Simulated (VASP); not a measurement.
# Ni (Pm-3n) in VASP: a series of runs, part 2 of 2

VASP 6.6.1. The steps go on from the part before.

### 4 Relaxation of cell and atoms, LDA

This run uses another cell than the first one, of 10.94 Å³/atom.

The input, INCAR:

```
  ALGO = Normal
  EDIFF = 1E-6
  EDIFFG = -0.01
  ENCUT = 600
  GGA = CA
  IBRION = 2
  ISIF = 3
  ISMEAR = -1
  LASPH = True
  LCHARG = False
  LREAL = False
  LWAVE = False
  NELM = 80
  NSW = 80
  PREC = Accurate
  SIGMA = 0.1
```

The input, KPOINTS:

```
k-points
0
Gamma
  6 6 6
```

The input, POSCAR:

```
Ni
1.0
    4.4398105893      0.0000000000      0.0000000000
    0.0000000000      4.4398105893      0.0000000000
    0.0000000000      0.0000000000      4.4398105893
Ni
8
Direct
    0.0000000000      0.0000000000      0.0000000000
    0.5000000000      0.5000000000      0.5000000000
    0.2500000000      0.0000000000      0.5000000000
    0.7500000000      0.0000000000      0.5000000000
    0.5000000000      0.2500000000      0.0000000000
    0.5000000000      0.7500000000      0.0000000000
    0.0000000000      0.5000000000      0.2500000000
    0.0000000000      0.5000000000      0.7500000000
```

Potentials or basis: VASP PAW LDA potentials, release 64 (Ni).

Run with:

```
> cat potpaw_LDA.64/Ni/POTCAR > POTCAR
> mpirun -np 1 vasp_std > vasp.out
```

OUTCAR:

```text
EDIFF = 1E-6
   EDIFFG = -0.01
   ENCUT = 600
   GGA = CA
   IBRION = 2
   ISIF = 3
   ISMEAR = -1
   LASPH = True
   LREAL = False
   NELM = 80
   NSW = 80
   PREC = Accurate

 ion  position               nearest neighbor table
   1  0.000  0.000  0.000-   3 2.48   4 2.48   5 2.48   6 2.48   7 2.48   8 2.48   3 2.48   4 2.48
                             7 2.48   8 2.48   5 2.48   6 2.48
   2  0.500  0.500  0.500-   3 2.48   4 2.48   5 2.48   6 2.48   7 2.48   8 2.48   5 2.48   6 2.48
                             3 2.48   4 2.48   7 2.48   8 2.48
   3  0.250  0.000  0.500-   4 2.22   4 2.22   1 2.48   1 2.48   2 2.48   2 2.48   8 2.72   5 2.72
                             5 2.72   6 2.72   6 2.72   7 2.72   8 2.72   7 2.72
   4  0.750  0.000  0.500-   3 2.22   3 2.22   1 2.48   1 2.48   2 2.48   2 2.48   8 2.72   5 2.72
                             5 2.72   6 2.72   6 2.72   7 2.72   8 2.72   7 2.72
   5  0.500  0.250  0.000-   6 2.22   6 2.22   1 2.48   2 2.48   2 2.48   1 2.48   8 2.72   4 2.72
                             3 2.72   4 2.72   3 2.72   7 2.72   7 2.72   8 2.72
   6  0.500  0.750  0.000-   5 2.22   5 2.22   1 2.48   2 2.48   2 2.48   1 2.48   8 2.72   4 2.72
                             3 2.72   4 2.72   3 2.72   7 2.72   7 2.72   8 2.72
   7  0.000  0.500  0.250-   8 2.22   8 2.22   1 2.48   2 2.48   1 2.48   2 2.48   3 2.72   4 2.72
                             5 2.72   3 2.72   4 2.72   6 2.72   5 2.72   6 2.72
   8  0.000  0.500  0.750-   7 2.22   7 2.22   1 2.48   2 2.48   1 2.48   2 2.48   3 2.72   4 2.72
                             5 2.72   3 2.72   4 2.72   6 2.72   5 2.72   6 2.72

  LATTYP: Found a simple cubic cell.
 ALAT       =     4.4398105893

  Lattice vectors:

 A1 = (   4.4398105893,   0.0000000000,   0.0000000000)
 A2 = (   0.0000000000,   4.4398105893,   0.0000000000)
 A3 = (   0.0000000000,   0.0000000000,   4.4398105893)

Analysis of symmetry for initial positions (statically):
=====================================================================
 Subroutine PRICEL returns:
 Original cell was already a primitive cell.

 Routine SETGRP: Setting up the symmetry group for a
 simple cubic supercell.

 Subroutine GETGRP returns: Found 48 space group operations
 (whereof 24 operations were pure point group operations)
 out of a pool of 48 trial point group operations.

The static configuration has the point symmetry T_h .
 The point group associated with its full space group is O_h .

Analysis of symmetry for dynamics (positions and initial velocities):
=====================================================================
 Subroutine PRICEL returns:
 Original cell was already a primitive cell.

 Routine SETGRP: Setting up the symmetry group for a
 simple cubic supercell.

 Subroutine GETGRP returns: Found 48 space group operations
 (whereof 24 operations were pure point group operations)
 out of a pool of 48 trial point group operations.

The dynamic configuration has the point symmetry T_h .
 The point group associated with its full space group is O_h .

 Subroutine INISYM returns: Found 48 space group operations
 (whereof 24 operations are pure point group operations),
 and found     1 'primitive' translations

----------------------------------------------------------------------------------------

                                     Primitive cell

  volume of cell :      87.5172

  direct lattice vectors                    reciprocal lattice vectors
     4.439810589  0.000000000  0.000000000     0.225234834  0.000000000  0.000000000
     0.000000000  4.439810589  0.000000000     0.000000000  0.225234834  0.000000000
     0.000000000  0.000000000  4.439810589     0.000000000  0.000000000  0.225234834

  length of vectors
     4.439810589  4.439810589  4.439810589     0.225234834  0.225234834  0.225234834

  position of ions in fractional coordinates (direct lattice)
     0.000000000  0.000000000  0.000000000
     0.500000000  0.500000000  0.500000000
[... 72 lines left out ...]
   NGX,Y,Z   is equivalent  to a cutoff of  13.48, 13.48, 13.48 a.u.
   NGXF,Y,Z  is equivalent  to a cutoff of  26.96, 26.96, 26.96 a.u.
 SYSTEM =  unknown system
   PREC   = accura    normal or accurate (medium, high low for compatibility)
   ISTART =      0    job   : 0-new  1-cont  2-samecut
   ICHARG =      2    charge: 1-file 2-atom 10-const
   ISPIN  =      1    spin polarized calculation?
   LNONCOLLINEAR =      F non collinear calculations
   LSORBIT =      F    spin-orbit coupling
   LASPH  =      T    aspherical Exc in radial PAW
   ENCUT  =  600.0 eV  44.10 Ry    6.64 a.u.   8.87  8.87  8.87*2*pi/ulx,y,z
   NELM   =     80;   NELMIN=  2; NELMDL= -5     # of ELM steps
   EDIFF  = 0.1E-05   stopping-criterion for ELM
   LREAL  =      F    real-space projection
   EDIFFG = -.1E-01   stopping-criterion for IOM
   NSW    =     80    number of steps for IOM
   IBRION =      2    ionic relax: 0-MD 1-quasi-New 2-CG
   NFREE  =      1    steps in history (QN), initial steepest desc. (CG)
   ISIF   =      3    stress and relaxation
   ISYM   =      2    0-nonsym 1-usesym 2-fastsym
   POTIM  = 0.5000    time-step for ionic-motion
   TEBEG  =    0.0;   TEEND  =   0.0 temperature during run
   PSTRESS=    0.0 pullay stress
   NELECT =      80.0000    total number of electrons
   NUPDOWN=      -1.0000    fix difference up-down
   EMIN   =  10.00;   EMAX   =-10.00  energy-range for DOS
   EFERMI =   0.00;   METHOD = LEGACY
   ISMEAR =    -1;   SIGMA  =   0.10  broadening in eV -4-tet -1-fermi 0-gaus
   EFERMI_NEDOS =   21; number of points for ismear=-14 and -15
   IALGO  =     38    algorithm
   IMIX   =      4    mixing-type and parameters
     AMIX     =   0.40;   BMIX     =  1.00
     AMIX_MAG =   1.60;   BMIX_MAG =  1.00
  volume/ion in A,a.u.               =      10.94        73.82
  Fermi-wavevector in a.u.,A,eV,Ry     =   1.588816  3.002428 34.345698  2.524338
  Thomas-Fermi vector in A             =   2.687762
   LORBIT       =      0    0 simple, 1 ext, 2 COOP (PROOUT), +10 PAW based schemes
   GGA     = CA    functional components
   LHFCALC =     F    Hartree Fock is set to
   AEXX    =    0.0000 exact exchange contribution
   IVDW    =     0    specifies the selected vdW correction
   LEPSILON=     F    determine dielectric tensor
   LRPA    =     F    only Hartree local field effects (RPA)
 conjugate gradient relaxation of ions
 non-spin polarized calculation
  energy-cutoff  :      600.00
  volume of cell :       87.52
 maximum number of plane-waves:      2968
 NGX is ok and might be reduce to    36
   NGX = 17   NGY = 17   NGZ = 17

--------------------------------------- Ionic step        1  -------------------------------------------

 number of electron      79.9999927 magnetization

 Free energy of the ion-electron system (eV)
  ---------------------------------------------------
  ext. energy  EPLUGINS =         0.00000000
  ---------------------------------------------------
  free energy    TOTEN  =       -51.38457301 eV

  energy without entropy =      -50.71950409  energy(sigma->0) =      -51.05203855

------------------------ aborting loop because EDIFF is reached ----------------------------------------

  FORCE on cell =-STRESS in cart. coord.  units (eV):
  Direction    XX          YY          ZZ          XY          YZ          ZX
  --------------------------------------------------------------------------------------
  -------------------------------------------------------------------------------------
  Total       -7.6282090     -7.6282090     -7.6282090      0.0000000      0.0000000     -0.0000000
  in kB     -139.6496462   -139.6496462   -139.6496462      0.0000000      0.0000000     -0.0000000
  external PRESSURE =    -139.6496462 kB  Pullay stress =       0.0000000 kB
[... 29 lines left out ...]
--------------------------------------- Ionic step        2  -------------------------------------------

 number of electron      79.9999924 magnetization

 E-fermi :  11.0363     XC(G=0): -14.4208

 val. band max:       11.0347954176   @ k =   0.3333   0.1667   0.0000
 cond. band min:      11.0474531975   @ k =   0.1667   0.1667   0.0000
 fundamental gap:      0.0126577799
 Fermi energy:        11.0362868362

 k-point     1 :       0.0000    0.0000    0.0000
  band No.  band energies     occupation
      1       1.1845      2.00000
      2       5.6592      2.00000
      3       5.6592      2.00000
      4       6.4131      2.00000
      5       6.7884      2.00000
      6       6.7884      2.00000
[... 1050 lines left out ...]
--------------------------------------- Ionic step        3  -------------------------------------------

 number of electron      80.0000097 magnetization

 Free energy of the ion-electron system (eV)
  ---------------------------------------------------
  ext. energy  EPLUGINS =         0.00000000
  ---------------------------------------------------
  free energy    TOTEN  =       -51.65290034 eV

  energy without entropy =      -51.03198358  energy(sigma->0) =      -51.34244196

 E-fermi :   9.8223     XC(G=0): -13.9588

 val. band max:        9.8130435632   @ k =   0.3333   0.1667   0.0000
 cond. band min:       9.8234108661   @ k =   0.3333   0.1667   0.1667
 fundamental gap:      0.0103673029
 Fermi energy:         9.8223002873

 k-point     1 :       0.0000    0.0000    0.0000
  band No.  band energies     occupation
      1       0.5383      2.00000
      2       4.9050      2.00000
      3       4.9050      2.00000
      4       5.5888      2.00000
      5       6.0224      2.00000
      6       6.0224      2.00000
[... 1044 lines left out ...]
  FREE ENERGIE OF THE ION-ELECTRON SYSTEM (eV)
  ---------------------------------------------------
  free  energy   TOTEN  =       -51.6529003398 eV

  energy  without entropy=      -51.0319835776  energy(sigma->0) =      -51.34244196

 reached required accuracy - stopping structural energy minimisation
```

Wall time 2.8 min (1 thread of Intel Xeon Platinum 8488C (Sapphire Rapids), shared host); peak memory 0.21 GiB.

Results:

- Free energy: -51.6529 eV
- Relaxed volume: 10.24 Å³/atom
- Relaxed cell: a = 4.343 Å, b = 4.343 Å, c = 4.343 Å, α = 90.00°, β = 90.00°, γ = 90.00°
- Space group after relaxing (to 0.1 Å): Pm-3n (No. 223)
- Energy gained by relaxing: 33.5 meV/atom
- Ionic steps: 3
- Pressure after relaxing: 0.0 GPa
- Band gap on the k mesh: zero (bands 40 and 41 overlap by 0.16 eV)

The path:
```csv
step,energy change (eV),largest force (eV/Å),pressure (GPa),volume (Å³)
1,0.0000,0.0000,-13.96,87.52
2,0.0841,0.0000,19.76,75.99
3,-0.2683,0.0000,0.02,81.94
```

Final structure:
```xyz
8
Lattice="4.3435 0.0000 0.0000 0.0000 4.3435 0.0000 0.0000 0.0000 4.3435" Properties=species:S:1:pos:R:3 pbc="T T T"
Ni    0.0000    0.0000    0.0000
Ni    2.1717    2.1717    2.1717
Ni    1.0859    0.0000    2.1717
Ni    3.2576    0.0000    2.1717
Ni    2.1717    1.0859    0.0000
Ni    2.1717    3.2576    0.0000
Ni    0.0000    2.1717    1.0859
Ni    0.0000    2.1717    3.2576
```

Caveat: the run has no spin polarisation, though such a crystal can be magnetic. Spin polarisation is off, so any magnetic state and its effect on volume and gap are missing.

### 5 Summary

```tsv
task	cell	k mesh	cutoff (eV)	gap on the mesh (eV)	pressure (GPa)
single point	a = 4.341 Å, 8 atoms	6 × 6 × 6	520	none	-0.1
single point	a = 4.341 Å, 8 atoms	8 × 8 × 8	520	none	-0.1
relaxation of cell and atoms	relaxed from a = 4.440 Å, 8 atoms	6 × 6 × 6	600	none	0.0
```

Alike in all rows: level LDA; potentials or basis VASP PAW LDA potentials, release 64 (Ni); no spin polarisation; smearing fermi-dirac 0.1 eV.

Caveats: the run has no spin polarisation, though such a crystal can be magnetic.

Absolute energies hang on the potentials; compare differences alone.
